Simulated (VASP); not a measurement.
# C (Fd-3m) in VASP: a series of runs

The runs below take C through single point, with PBEsol.

Program: VASP 6.6.1. These are calculated values, not measurements. Logs are shortened: lines on timing, memory, paths and dates and some standing lists are left out, and cuts for length are marked.

**1. The cell of the first run**

Symmetry: Fd-3m, No. 227, cubic system. Conventional cell: a = 3.554 Å, b = 3.554 Å, c = 3.554 Å, α = 90.00°, β = 90.00°, γ = 90.00°. C (site symmetry -43m) has 4 C at 1.54 Å within 2.1 Å.

**2. Single point, PBEsol**

INCAR reads:

```
  PREC = Accurate
  ENCUT = 520
  EDIFF = 1E-7
  ISMEAR = -1
  SIGMA = 0.02
  LREAL = False
  LASPH = True
  NELM = 60
  ALGO = Normal
  ISIF = 2
  LWAVE = False
  LCHARG = True
  GGA = PS
  LELF = True
  LVHAR = True
  NBANDS = 16
```

KPOINTS reads:

```
Automatic mesh
0
Gamma
  12 9 12
```

POSCAR reads:

```
C
1.0
   -1.7769030118      1.7769030118      0.0000000000
    0.0000000000      0.0000000000      3.5538060236
    1.7769030118      1.7769030118      0.0000000000
C
4
Direct
    0.5000000000      0.3750000000      0.2500000000
    0.0000000000      0.8750000000      0.7500000000
    0.0000000000      0.1250000000      0.2500000000
    0.5000000000      0.6250000000      0.7500000000
```

Potentials or basis: VASP PAW PBE potentials, release 64 (C).

Launch:

```bash
cat potpaw_PBE.64/C/POTCAR > POTCAR
mpirun -np 1 vasp_std > vasp.out
```

OUTCAR:

```text
PREC = Accurate
   ENCUT = 520
   EDIFF = 1E-7
   ISMEAR = -1
   LREAL = False
   LASPH = True
   NELM = 60
   ISIF = 2
   GGA = PS

 ion  position               nearest neighbor table
   1  0.500  0.375  0.250-   3 1.54   4 1.54   4 1.54   3 1.54
   2  0.000  0.875  0.750-   3 1.54   4 1.54   3 1.54   4 1.54
   3  0.000  0.125  0.250-   1 1.54   2 1.54   2 1.54   1 1.54
   4  0.500  0.625  0.750-   1 1.54   2 1.54   1 1.54   2 1.54

  LATTYP: Found a simple tetragonal cell.
 ALAT       =     2.5129203383
 C/A-ratio  =     1.4142135624

  Lattice vectors:

 A1 = (   1.7769030118,  -1.7769030118,   0.0000000000)
 A2 = (   1.7769030118,   1.7769030118,   0.0000000000)
 A3 = (   0.0000000000,   0.0000000000,   3.5538060236)

Analysis of symmetry for initial positions (statically):
=====================================================================
 Subroutine PRICEL returns following result:

  LATTYP: Found a face centered cubic cell.
 ALAT       =     3.5538060236

  Lattice vectors:

 A1 = (   1.7769030118,   0.0000000000,   1.7769030118)
 A2 = (   1.7769030118,   1.7769030118,   0.0000000000)
 A3 = (   0.0000000000,   1.7769030118,   1.7769030118)

   2 primitive cells build up your supercell.

 Routine SETGRP: Setting up the symmetry group for a
 simple tetragonal supercell.

 Subroutine GETGRP returns: Found 16 space group operations
 (whereof  4 operations were pure point group operations)
 out of a pool of 16 trial point group operations.

The static configuration has the point symmetry C_2h.
 The point group associated with its full space group is D_4h.

Analysis of symmetry for dynamics (positions and initial velocities):
=====================================================================
 Subroutine PRICEL returns following result:

  LATTYP: Found a face centered cubic cell.
 ALAT       =     3.5538060236

  Lattice vectors:

 A1 = (   1.7769030118,   0.0000000000,   1.7769030118)
 A2 = (   1.7769030118,   1.7769030118,   0.0000000000)
 A3 = (   0.0000000000,   1.7769030118,   1.7769030118)

   2 primitive cells build up your supercell.

 Routine SETGRP: Setting up the symmetry group for a
 simple tetragonal supercell.

 Subroutine GETGRP returns: Found 16 space group operations
 (whereof  4 operations were pure point group operations)
 out of a pool of 16 trial point group operations.

The dynamic configuration has the point symmetry C_2h.
 The point group associated with its full space group is D_4h.

 Subroutine INISYM returns: Found 16 space group operations
 (whereof  4 operations are pure point group operations),
 and found     2 'primitive' translations

----------------------------------------------------------------------------------------

                                     Primitive cell

  volume of cell :      11.2207

  direct lattice vectors                    reciprocal lattice vectors
     1.776903012  0.000000000  1.776903012     0.281388459 -0.281388459  0.281388459
     1.776903012  1.776903012  0.000000000     0.281388459  0.281388459 -0.281388459
     0.000000000  1.776903012  1.776903012    -0.281388459  0.281388459  0.281388459

  length of vectors
     2.512920338  2.512920338  2.512920338     0.487379107  0.487379107  0.487379107

  position of ions in fractional coordinates (direct lattice)
     0.875000000  0.875000000  0.875000000
     0.125000000  0.125000000  0.125000000

  ion indices of the primitive-cell ions
   primitive index   ion index
                 1           1
                 2           3

----------------------------------------------------------------------------------------

 KPOINTS: Automatic mesh

Automatic generation of k-mesh.
 Grid dimensions read from file:
 generate k-points for:   12    9   12

 Generating k-lattice:

  Cartesian coordinates                     Fractional coordinates (reciprocal lattice)
    -0.023449038  0.023449038  0.000000000     0.083333333  0.000000000  0.000000000
     0.000000000  0.000000000  0.031265384     0.000000000  0.111111111  0.000000000
     0.023449038  0.023449038  0.000000000     0.000000000  0.000000000  0.083333333

  Length of vectors
     0.033161948  0.031265384  0.033161948

  Shift w.r.t. Gamma in fractional coordinates (k-lattice)
     0.000000000  0.000000000  0.000000000

 Subroutine IBZKPT returns following result:
 ===========================================

 Found    140 irreducible k-points:

 Following reciprocal coordinates:
            Coordinates               Weight
  0.000000  0.000000  0.000000      1.000000
  0.083333  0.000000  0.000000      4.000000
  0.166667  0.000000  0.000000      4.000000
  0.250000  0.000000  0.000000      4.000000
  0.333333  0.000000  0.000000      4.000000
  0.416667  0.000000  0.000000      4.000000
[... 16 lines left out ...]
  0.083333  0.333333  0.000000      8.000000
  0.166667  0.333333  0.000000      8.000000
 [... further k-points ...]
   k-points           NKPTS =    140   k-points in BZ     NKDIM =    140   number of bands    NBANDS=     16
   number of dos      NEDOS =    301   number of ions     NIONS =      4
   total plane-waves  NPLWV =  11200
   dimension x,y,z NGX =    20 NGY =   28 NGZ =   20
   dimension x,y,z NGXF=    40 NGYF=   56 NGZF=   40
   ions per type =               4
   NGX,Y,Z   is equivalent  to a cutoff of  13.23, 13.10, 13.23 a.u.
   NGXF,Y,Z  is equivalent  to a cutoff of  26.46, 26.20, 26.46 a.u.
 SYSTEM =  unknown system
   PREC   = accura    normal or accurate (medium, high low for compatibility)
   ISTART =      0    job   : 0-new  1-cont  2-samecut
   ICHARG =      2    charge: 1-file 2-atom 10-const
   ISPIN  =      1    spin polarized calculation?
   LNONCOLLINEAR =      F non collinear calculations
   LSORBIT =      F    spin-orbit coupling
   LASPH  =      T    aspherical Exc in radial PAW
   ENCUT  =  520.0 eV  38.22 Ry    6.18 a.u.   4.67  6.61  4.67*2*pi/ulx,y,z
   NELM   =     60;   NELMIN=  2; NELMDL= -5     # of ELM steps
   EDIFF  = 0.1E-06   stopping-criterion for ELM
   LREAL  =      F    real-space projection
   EDIFFG = 0.1E-05   stopping-criterion for IOM
   NSW    =      0    number of steps for IOM
   IBRION =     -1    ionic relax: 0-MD 1-quasi-New 2-CG
   NFREE  =      0    steps in history (QN), initial steepest desc. (CG)
   ISIF   =      2    stress and relaxation
   ISYM   =      2    0-nonsym 1-usesym 2-fastsym
   POTIM  = 0.5000    time-step for ionic-motion
   TEBEG  =    0.0;   TEEND  =   0.0 temperature during run
   PSTRESS=    0.0 pullay stress
   NELECT =      16.0000    total number of electrons
   NUPDOWN=      -1.0000    fix difference up-down
   EMIN   =  10.00;   EMAX   =-10.00  energy-range for DOS
   EFERMI =   0.00;   METHOD = LEGACY
   ISMEAR =    -1;   SIGMA  =   0.02  broadening in eV -4-tet -1-fermi 0-gaus
   EFERMI_NEDOS =   21; number of points for ismear=-14 and -15
   IALGO  =     38    algorithm
   IMIX   =      4    mixing-type and parameters
     AMIX     =   0.40;   BMIX     =  1.00
     AMIX_MAG =   1.60;   BMIX_MAG =  1.00
  volume/ion in A,a.u.               =       5.61        37.86
  Fermi-wavevector in a.u.,A,eV,Ry     =   1.462506  2.763736 29.101840  2.138925
  Thomas-Fermi vector in A             =   2.578712
   LORBIT       =      0    0 simple, 1 ext, 2 COOP (PROOUT), +10 PAW based schemes
   GGA     = PS    functional components
   LHFCALC =     F    Hartree Fock is set to
   AEXX    =    0.0000 exact exchange contribution
   IVDW    =     0    specifies the selected vdW correction
   LEPSILON=     F    determine dielectric tensor
   LRPA    =     F    only Hartree local field effects (RPA)
 non-spin polarized calculation
  energy-cutoff  :      520.00
  volume of cell :       22.44
 maximum number of plane-waves:       618
 NGX is ok and might be reduce to    20
   NGX =  9   NGY = 13   NGZ =  9

 number of electron      16.0000002 magnetization

 Free energy of the ion-electron system (eV)
  ---------------------------------------------------
  ext. energy  EPLUGINS =         0.00000000
  ---------------------------------------------------
  free energy    TOTEN  =       -38.49942942 eV

  energy without entropy =      -38.49942942  energy(sigma->0) =      -38.49942942

 E-fermi :  10.3445     XC(G=0): -13.4868

 val. band max:        9.8677411520   @ k =   0.0000   0.0000   0.0000
 cond. band min:      13.9085476860   @ k =   0.0000   0.2222   0.0000
 fundamental gap:      4.0408065340
 Fermi energy:        10.3445448190

 k-point     1 :       0.0000    0.0000    0.0000
  band No.  band energies     occupation
      1     -11.8014      2.00000
      2      -2.9855      2.00000
      3      -2.9855      2.00000
      4       3.4637      2.00000
      5       3.4637      2.00000
      6       9.8677      2.00000
[... 8 lines left out ...]
     15      26.8214      0.00000
     16      26.8214      0.00000

 k-point     2 :       0.0833    0.0000    0.0000
  band No.  band energies     occupation
      1     -11.6718      2.00000
      2      -2.9345      2.00000
      3      -2.8697      2.00000
      4       2.8163      2.00000
      5       3.5726      2.00000
      6       9.1501      2.00000
[... 8 lines left out ...]
     15      26.4993      0.00000
     16      26.6595      0.00000

 k-point     3 :       0.1667    0.0000    0.0000
  band No.  band energies     occupation
      1     -11.2840      2.00000
      2      -2.8638      2.00000
      3      -2.5230      2.00000
      4       1.4359      2.00000
      5       3.8943      2.00000
      6       7.6009      2.00000
[... 8 lines left out ...]
     15      25.6101      0.00000
     16      26.2297      0.00000

 k-point     4 :       0.2500    0.0000    0.0000
  band No.  band energies     occupation
      1     -10.6411      2.00000
      2      -3.1540      2.00000
      3      -1.9475      2.00000
      4       0.3420      2.00000
      5       4.4138      2.00000
      6       5.8462      2.00000
[... 8 lines left out ...]
     15      24.3333      0.00000
     16      25.6441      0.00000

 k-point     5 :       0.3333    0.0000    0.0000
  band No.  band energies     occupation
      1      -9.7496      2.00000
      2      -4.2606      2.00000
      3      -1.1469      2.00000
      4       0.2978      2.00000
      5       4.1237      2.00000
      6       4.9646      2.00000
[... 8 lines left out ...]
     15      23.6686      0.00000
     16      25.0042      0.00000

 k-point     6 :       0.4167    0.0000    0.0000
  band No.  band energies     occupation
      1      -8.6210      2.00000
      2      -5.7766      2.00000
      3      -0.1273      2.00000
      4       1.0173      2.00000
      5       2.5273      2.00000
      6       3.4613      2.00000
[... 8 lines left out ...]
     15      23.8784      0.00000
     16      24.3895      0.00000
[... 267 lines left out ...]
 k-point    21 :       0.5000    0.2222    0.0000
  band No.  band energies     occupation
      1      -6.8832      2.00000
      2      -6.8832      2.00000
      3      -1.4977      2.00000
      4      -1.4977      2.00000
      5       4.8678      2.00000
      6       4.8678      2.00000
[... 8 lines left out ...]
     15      25.1556      0.00000
     16      25.1556      0.00000

 k-point    22 :       0.0000    0.3333    0.0000
  band No.  band energies     occupation
      1     -10.7688      2.00000
      2      -7.7366      2.00000
      3       2.6711      2.00000
      4       4.4643      2.00000
      5       4.4643      2.00000
      6       7.2429      2.00000
[... 8 lines left out ...]
     15      24.0125      0.00000
     16      24.0125      0.00000

 k-point    23 :       0.0833    0.3333    0.0000
  band No.  band energies     occupation
      1     -10.6407      2.00000
      2      -7.6158      2.00000
      3       2.3683      2.00000
      4       4.1722      2.00000
      5       4.5604      2.00000
      6       6.0349      2.00000
[... 8 lines left out ...]
     15      23.7280      0.00000
     16      23.7632      0.00000

 k-point    24 :       0.1667    0.3333    0.0000
  band No.  band energies     occupation
      1     -10.2577      2.00000
      2      -7.2579      2.00000
      3       1.1652      2.00000
      4       4.0376      2.00000
      5       4.2123      2.00000
      6       4.8410      2.00000
[... 8 lines left out ...]
     15      23.1014      0.00000
     16      23.6802      0.00000

 [... further k-points ...]
[... 5 lines left out ...]
  --------------------------------------------------------------------------------------
  -------------------------------------------------------------------------------------
  Total        0.1547711      0.1547711      0.1546937      0.0000000     -0.0000000      0.0000000
  in kB       11.0496663     11.0496663     11.0441418      0.0000000     -0.0000000      0.0000000
  external PRESSURE =      11.0478248 kB  Pullay stress =       0.0000000 kB

 VOLUME and BASIS-vectors are now :
 -----------------------------------------------------------------------------
  energy-cutoff  :      520.00
  volume of cell :       22.44
      direct lattice vectors                 reciprocal lattice vectors
    -1.776903012  1.776903012  0.000000000    -0.281388459  0.281388459  0.000000000
     0.000000000  0.000000000  3.553806024     0.000000000  0.000000000  0.281388459
     1.776903012  1.776903012  0.000000000     0.281388459  0.281388459  0.000000000

 POSITION                                       TOTAL-FORCE (eV/Angst)
 -----------------------------------------------------------------------------------
     -0.44423      1.33268      1.33268         0.000000      0.000000      0.000000
      1.33268      1.33268      3.10958         0.000000     -0.000000     -0.000000
      0.44423      0.44423      0.44423        -0.000000      0.000000      0.000000
      0.44423      2.22113      2.22113        -0.000000     -0.000000      0.000000
 -----------------------------------------------------------------------------------
    total drift:                                0.000000      0.000000     -0.000000

  FREE ENERGIE OF THE ION-ELECTRON SYSTEM (eV)
  ---------------------------------------------------
  free  energy   TOTEN  =       -38.4994294201 eV

  energy  without entropy=      -38.4994294201  energy(sigma->0) =      -38.49942942
```

Run time: 19 s. Hardware: 1 thread of AMD EPYC 9R45 (Zen 5), shared host; peak memory 0.12 GiB.

What came out:

```
Free energy            : -38.4994 eV
Pressure               : 1.1 GPa
Band gap on the k mesh : 4.04 eV
```

Levels at points of the mesh, in eV from the valence-band top:
```
           k point  band 6  band 7  band 8  band 9  band 10  band 11
(0.00, 0.00, 0.00)    0.00    0.00    0.00    4.62     4.62     5.57
(0.50, 0.00, 0.00)   -7.75   -3.06   -3.06    7.88     7.88    10.04
(0.50, 0.00, 0.50)   -6.40   -6.40   -6.40    4.62     4.62     4.62
```

Caveat: the PAW data sets were made with another functional, which shifts forces and pressure a little. A k mesh can miss the band edges.

**3. Single point, PBEsol**

INCAR reads:

```
SYSTEM = C
  PREC = Accurate
  ENCUT = 520
  EDIFF = 1E-7
  ISMEAR = -1
  SIGMA = 0.02
  LREAL = .FALSE.
  LASPH = .TRUE.
  NELM = 80
  ALGO = Normal
  ISIF = 2
  LWAVE = .FALSE.
  LCHARG = .FALSE.
  GGA = PS
  NBANDS = 16
```

KPOINTS reads:

```
regular mesh
0
G
  12 9 12
  0 0 0
```

POSCAR is that of step 2.

Potentials or basis: VASP PAW PBE potentials, release 64 (C).

Launch:

```bash
cat potpaw_PBE.64/C/POTCAR > POTCAR
mpirun -np 1 vasp_std > vasp.out
```

Run time: 18 s. Hardware: 1 thread of AMD EPYC 9R45 (Zen 5), shared host; peak memory 0.12 GiB.

Results (log left out):

- Free energy: -38.4994 eV
- Pressure: 1.1 GPa
- Band gap on the k mesh: 4.04 eV

Levels at points of the mesh, in eV from the valence-band top:
| k point | band 4 | band 5 | band 6 | band 7 | band 8 | band 9 | band 10 | band 11 | band 12 | band 13 |
| --- | --- | --- | --- | --- | --- | --- | --- | --- | --- | --- |
| (0.00, 0.00, 0.00) | -6.40 | -6.40 | 0.00 | 0.00 | 0.00 | 4.62 | 4.62 | 5.57 | 5.57 | 5.57 |
| (0.50, 0.00, 0.00) | -8.77 | -7.75 | -7.75 | -3.06 | -3.06 | 7.88 | 7.88 | 10.04 | 10.04 | 12.41 |
| (0.50, 0.00, 0.50) | -12.85 | -6.40 | -6.40 | -6.40 | -6.40 | 4.62 | 4.62 | 4.62 | 4.62 | 16.95 |

Caveat: the PAW data sets were made with another functional, which shifts forces and pressure a little. A k mesh can miss the band edges.

**4. Single point, PBEsol**

INCAR reads:

```
SYSTEM = C
  PREC = Accurate
  ENCUT = 910
  EDIFF = 1E-6
  ISMEAR = -1
  SIGMA = 0.02
  LREAL = .FALSE.
  LASPH = .TRUE.
  NELM = 120
  ALGO = Normal
  ISIF = 2
  LWAVE = .FALSE.
  LCHARG = .FALSE.
  GGA = PS
  NBANDS = 16
  GGA_COMPAT = .FALSE.
```

KPOINTS is that of step 3.

POSCAR is that of step 3.

Potentials or basis: VASP PAW PBE potentials, release 64 (C_h).

Launch:

```bash
cat potpaw_PBE.64/C_h/POTCAR > POTCAR
mpirun -np 1 vasp_std > vasp.out
```

It took 39 s on 1 thread of Intel Xeon Platinum 8559C (Emerald Rapids), shared host; peak memory 0.22 GiB.

It converged, with:

* Free energy: -38.5526 eV
* Pressure: 0.0 GPa
* Band gap on the k mesh: 4.05 eV

Levels at points of the mesh, in eV from the valence-band top:
| k point | band 4 | band 5 | band 6 | band 7 | band 8 | band 9 | band 10 | band 11 | band 12 | band 13 |
| --- | --- | --- | --- | --- | --- | --- | --- | --- | --- | --- |
| (0.00, 0.00, 0.00) | -6.40 | -6.40 | 0.00 | 0.00 | 0.00 | 4.63 | 4.63 | 5.57 | 5.57 | 5.57 |
| (0.50, 0.00, 0.00) | -8.76 | -7.74 | -7.74 | -3.06 | -3.06 | 7.88 | 7.88 | 10.04 | 10.04 | 12.41 |
| (0.50, 0.00, 0.50) | -12.85 | -6.40 | -6.40 | -6.40 | -6.40 | 4.63 | 4.63 | 4.63 | 4.63 | 16.95 |

Caveat: the cutoff is under 1.25 times the usual one of these potentials, so pressure, stress and relaxed cells hold a basis-set (Pulay) error; the PAW data sets were made with another functional, which shifts forces and pressure a little. PBEsol gaps usually lie below the measured ones, often by a third to a half.
